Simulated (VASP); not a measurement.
# Rh in VASP: single point with LDA

Aim: the single point of Rh with LDA.

Program: VASP 6.6.1. These are calculated values, not measurements. Logs are shortened: lines on timing, memory, paths and dates and some standing lists are left out, and cuts for length are marked.

### 1 The cell of the first run

The typed cell holds 1 atom: a = 2.614 Å, b = 2.614 Å, c = 3.019 Å, α = 54.73°, β = 54.73°, γ = 70.53°.

### 2 Single point, LDA

File INCAR:

```
PREC     = Accurate       # precision mode
ENCUT    = 520            # plane-wave cutoff, eV
EDIFF    = 1E-6           # SCF threshold, eV
ISMEAR   = 0              # smearing method
SIGMA    = 0.15           # smearing width, eV
LREAL    = False          # projectors in reciprocal space
LASPH    = True           # aspherical terms in the spheres
NELM     = 60             # most SCF steps
ALGO     = Fast           # electronic algorithm
ISIF     = 2              # what is computed and relaxed
LWAVE    = False          # write WAVECAR
LCHARG   = False          # write CHGCAR
GGA      = CA             # functional
NBANDS   = 14             # bands
```

File KPOINTS:

```
regular mesh
0
Gamma
  24 24 24
```

File POSCAR:

```
Rh
1.0
    0.0000000000      2.1345251593      1.5091092876
    2.1345251593      0.0000000000      1.5091092876
    2.1345251593      2.1345251593      0.0000000000
Rh
1
Direct
    0.0000000000      0.0000000000      0.0000000000
```

Potentials or basis: VASP PAW LDA potentials, release 64 (Rh_pv).

Started as:

```console
> cat potpaw_LDA.64/Rh_pv/POTCAR > POTCAR
> mpirun -np 1 vasp_std > vasp.out
```

OUTCAR:

```text
PREC = Accurate
   ENCUT = 520
   EDIFF = 1E-6
   ISMEAR = 0
   LREAL = False
   LASPH = True
   NELM = 60
   ISIF = 2
   GGA = CA

 ion  position               nearest neighbor table
   1  0.000  0.000  0.000-

  LATTYP: Found a body centered tetragonal cell.
 ALAT       =     3.0186744295
 C/A-ratio  =     0.9998489886

  Lattice vectors:

 A1 = (   0.0000000000,  -2.1345251593,  -1.5091092876)
 A2 = (   0.0000000000,   2.1345251593,  -1.5091092876)
 A3 = (   2.1345251593,   0.0000000000,   1.5091092876)

Analysis of symmetry for initial positions (statically):
=====================================================================
 Subroutine PRICEL returns:
 Original cell was already a primitive cell.

 Routine SETGRP: Setting up the symmetry group for a
 body centered tetragonal supercell.

 Subroutine GETGRP returns: Found 16 space group operations
 (whereof 16 operations were pure point group operations)
 out of a pool of 16 trial point group operations.

The static configuration has the point symmetry D_4h.

Analysis of symmetry for dynamics (positions and initial velocities):
=====================================================================
 Subroutine PRICEL returns:
 Original cell was already a primitive cell.

 Routine SETGRP: Setting up the symmetry group for a
 body centered tetragonal supercell.

 Subroutine GETGRP returns: Found 16 space group operations
 (whereof 16 operations were pure point group operations)
 out of a pool of 16 trial point group operations.

The dynamic configuration has the point symmetry D_4h.

 Subroutine INISYM returns: Found 16 space group operations
 (whereof 16 operations are pure point group operations),
 and found     1 'primitive' translations

----------------------------------------------------------------------------------------

                                     Primitive cell

  volume of cell :      13.7516

  direct lattice vectors                    reciprocal lattice vectors
     0.000000000  2.134525159  1.509109288    -0.234244135  0.234244135  0.331321266
     2.134525159  0.000000000  1.509109288     0.234244135 -0.234244135  0.331321266
     2.134525159  2.134525159  0.000000000     0.234244135  0.234244135 -0.331321266

  length of vectors
     2.614117155  2.614117155  3.018674430     0.468523651  0.468523651  0.468523651

  position of ions in fractional coordinates (direct lattice)
     0.000000000  0.000000000  0.000000000

  ion indices of the primitive-cell ions
   primitive index   ion index
                 1           1

----------------------------------------------------------------------------------------

 KPOINTS: regular mesh

Automatic generation of k-mesh.
 Grid dimensions read from file:
 generate k-points for:   24   24   24

 Generating k-lattice:

  Cartesian coordinates                     Fractional coordinates (reciprocal lattice)
    -0.009760172  0.009760172  0.013805053     0.041666667  0.000000000  0.000000000
     0.009760172 -0.009760172  0.013805053     0.000000000  0.041666667  0.000000000
     0.009760172  0.009760172 -0.013805053     0.000000000  0.000000000  0.041666667

  Length of vectors
     0.019521819  0.019521819  0.019521819

  Shift w.r.t. Gamma in fractional coordinates (k-lattice)
     0.000000000  0.000000000  0.000000000

 Subroutine IBZKPT returns following result:
 ===========================================

 Found   1063 irreducible k-points:

 Following reciprocal coordinates:
            Coordinates               Weight
  0.000000  0.000000  0.000000      1.000000
  0.041667  0.000000  0.000000      8.000000
  0.083333  0.000000  0.000000      8.000000
  0.125000  0.000000  0.000000      8.000000
  0.166667  0.000000  0.000000      8.000000
  0.208333  0.000000  0.000000      8.000000
[... 16 lines left out ...]
  0.416667  0.041667  0.000000      8.000000
  0.458333  0.041667  0.000000      8.000000
 [... further k-points ...]
   k-points           NKPTS =   1063   k-points in BZ     NKDIM =   1063   number of bands    NBANDS=     14
   number of dos      NEDOS =    301   number of ions     NIONS =      1
   total plane-waves  NPLWV =   9600
   dimension x,y,z NGX =    20 NGY =   20 NGZ =   24
   dimension x,y,z NGXF=    40 NGYF=   40 NGZF=   48
   ions per type =               1
   NGX,Y,Z   is equivalent  to a cutoff of  12.72, 12.72, 13.22 a.u.
   NGXF,Y,Z  is equivalent  to a cutoff of  25.44, 25.44, 26.43 a.u.
 SYSTEM =  unknown system
   PREC   = accura    normal or accurate (medium, high low for compatibility)
   ISTART =      0    job   : 0-new  1-cont  2-samecut
   ICHARG =      2    charge: 1-file 2-atom 10-const
   ISPIN  =      1    spin polarized calculation?
   LNONCOLLINEAR =      F non collinear calculations
   LSORBIT =      F    spin-orbit coupling
   LASPH  =      T    aspherical Exc in radial PAW
   ENCUT  =  520.0 eV  38.22 Ry    6.18 a.u.   4.86  4.86  5.61*2*pi/ulx,y,z
   NELM   =     60;   NELMIN=  2; NELMDL= -5     # of ELM steps
   EDIFF  = 0.1E-05   stopping-criterion for ELM
   LREAL  =      F    real-space projection
   EDIFFG = 0.1E-04   stopping-criterion for IOM
   NSW    =      0    number of steps for IOM
   IBRION =     -1    ionic relax: 0-MD 1-quasi-New 2-CG
   NFREE  =      0    steps in history (QN), initial steepest desc. (CG)
   ISIF   =      2    stress and relaxation
   ISYM   =      2    0-nonsym 1-usesym 2-fastsym
   POTIM  = 0.5000    time-step for ionic-motion
   TEBEG  =    0.0;   TEEND  =   0.0 temperature during run
   PSTRESS=    0.0 pullay stress
   NELECT =      15.0000    total number of electrons
   NUPDOWN=      -1.0000    fix difference up-down
   EMIN   =  10.00;   EMAX   =-10.00  energy-range for DOS
   EFERMI =   0.00;   METHOD = LEGACY
   ISMEAR =     0;   SIGMA  =   0.15  broadening in eV -4-tet -1-fermi 0-gaus
   EFERMI_NEDOS =   21; number of points for ismear=-14 and -15
   IALGO  =     68    algorithm
   IMIX   =      4    mixing-type and parameters
     AMIX     =   0.40;   BMIX     =  1.00
     AMIX_MAG =   1.60;   BMIX_MAG =  1.00
  volume/ion in A,a.u.               =      13.75        92.80
  Fermi-wavevector in a.u.,A,eV,Ry     =   1.685211  3.184586 38.639656  2.839935
  Thomas-Fermi vector in A             =   2.768095
   LORBIT       =      0    0 simple, 1 ext, 2 COOP (PROOUT), +10 PAW based schemes
   GGA     = CA    functional components
   LHFCALC =     F    Hartree Fock is set to
   AEXX    =    0.0000 exact exchange contribution
   IVDW    =     0    specifies the selected vdW correction
   LEPSILON=     F    determine dielectric tensor
   LRPA    =     F    only Hartree local field effects (RPA)
 non-spin polarized calculation
 RMM-DIIS sequential band-by-band and
 Gauss-broadening in eV      SIGMA  =   0.15
  energy-cutoff  :      520.00
  volume of cell :       13.75
 maximum number of plane-waves:       382
   NGX =  9   NGY =  9   NGZ = 11

 number of electron      15.0000000 magnetization

 Free energy of the ion-electron system (eV)
  ---------------------------------------------------
  ext. energy  EPLUGINS =         0.00000000
  ---------------------------------------------------
  free energy    TOTEN  =        -8.29339436 eV

  energy without entropy =       -8.26392580  energy(sigma->0) =       -8.27866008

 E-fermi :  11.5354     XC(G=0): -14.3361

 val. band max:       11.5348940330   @ k =  -0.2917   0.0417   0.2083
 cond. band min:      11.5355909683   @ k =  -0.2917   0.0000   0.1250
 fundamental gap:      0.0006969353
 Fermi energy:        11.5353820326

 k-point     1 :       0.0000    0.0000    0.0000
  band No.  band energies     occupation
      1     -34.2985      2.00000
      2     -34.2982      2.00000
      3     -34.2982      2.00000
      4       3.6790      2.00000
      5       8.5222      2.00000
      6       8.5235      2.00000
      7       8.5235      2.00000
      8      11.0740      1.99999
      9      11.0760      1.99999
     10      29.9699      0.00000
     11      29.9699      0.00000
     12      29.9732      0.00000
     13      32.3591      0.00000
     14      40.3093      0.00000

 k-point     2 :       0.0417    0.0000    0.0000
  band No.  band energies     occupation
      1     -34.3119      2.00000
      2     -34.3026      2.00000
      3     -34.2983      2.00000
      4       3.7538      2.00000
      5       8.4919      2.00000
      6       8.5232      2.00000
      7       8.5830      2.00000
      8      11.0350      2.00000
      9      11.0765      1.99998
     10      30.0058      0.00000
     11      30.0186      0.00000
     12      30.0785      0.00000
     13      32.3589      0.00000
     14      39.5456      0.00000

 k-point     3 :       0.0833    0.0000    0.0000
  band No.  band energies     occupation
      1     -34.3513      2.00000
      2     -34.3156      2.00000
      3     -34.2984      2.00000
      4       3.9730      2.00000
      5       8.4022      2.00000
      6       8.5201      2.00000
      7       8.7619      2.00000
      8      10.9282      2.00000
      9      11.0830      1.99998
     10      30.0833      0.00000
     11      30.1152      0.00000
     12      30.3990      0.00000
     13      32.3586      0.00000
     14      38.3052      0.00000
[... 324 lines left out ...]
 k-point    23 :       0.4167    0.0417    0.0000
  band No.  band energies     occupation
      1     -35.0075      2.00000
      2     -34.5422      2.00000
      3     -34.3086      2.00000
      4       5.6836      2.00000
      5       7.1174      2.00000
      6      10.5731      2.00000
      7      11.0539      1.99999
      8      12.4641      0.00000
      9      12.7521      0.00000
     10      22.3569      0.00000
     11      26.6238      0.00000
     12      30.6566      0.00000
     13      32.3598      0.00000
     14      37.1865      0.00000

 k-point    24 :       0.4583    0.0417    0.0000
  band No.  band energies     occupation
      1     -35.0440      2.00000
      2     -34.5548      2.00000
      3     -34.3085      2.00000
      4       5.6090      2.00000
      5       7.0495      2.00000
      6      10.7944      2.00000
      7      11.0366      2.00000
      8      13.0705      0.00000
      9      13.0746      0.00000
     10      21.3935      0.00000
     11      26.3458      0.00000
     12      30.0702      0.00000
     13      32.3596      0.00000
     14      37.4920      0.00000

 [... further k-points ...]
[... 5 lines left out ...]
  --------------------------------------------------------------------------------------
  -------------------------------------------------------------------------------------
  Total       -0.2191276     -0.2191276     -0.2236019      0.0000000     -0.0000000     -0.0000000
  in kB      -25.5302113    -25.5302113    -26.0515067      0.0000000     -0.0000000     -0.0000000
  external PRESSURE =     -25.7039764 kB  Pullay stress =       0.0000000 kB

 VOLUME and BASIS-vectors are now :
 -----------------------------------------------------------------------------
  energy-cutoff  :      520.00
  volume of cell :       13.75
      direct lattice vectors                 reciprocal lattice vectors
     0.000000000  2.134525159  1.509109288    -0.234244135  0.234244135  0.331321266
     2.134525159  0.000000000  1.509109288     0.234244135 -0.234244135  0.331321266
     2.134525159  2.134525159  0.000000000     0.234244135  0.234244135 -0.331321266

 POSITION                                       TOTAL-FORCE (eV/Angst)
 -----------------------------------------------------------------------------------
      0.00000      0.00000      0.00000         0.000000     -0.000000      0.000000
 -----------------------------------------------------------------------------------
    total drift:                                0.000000     -0.000000      0.000000

  FREE ENERGIE OF THE ION-ELECTRON SYSTEM (eV)
  ---------------------------------------------------
  free  energy   TOTEN  =        -8.2933943594 eV

  energy  without entropy=       -8.2639257962  energy(sigma->0) =       -8.27866008
```

Run time: 2.7 min. Hardware: 1 thread of Intel Xeon Platinum 8259CL at 2.50GHz (Skylake/Cascade Lake), shared host; peak memory 0.28 GiB.

What came out:

| Property | Result |
| --- | --- |
| Free energy | -8.2934 eV |
| Pressure | -2.6 GPa |
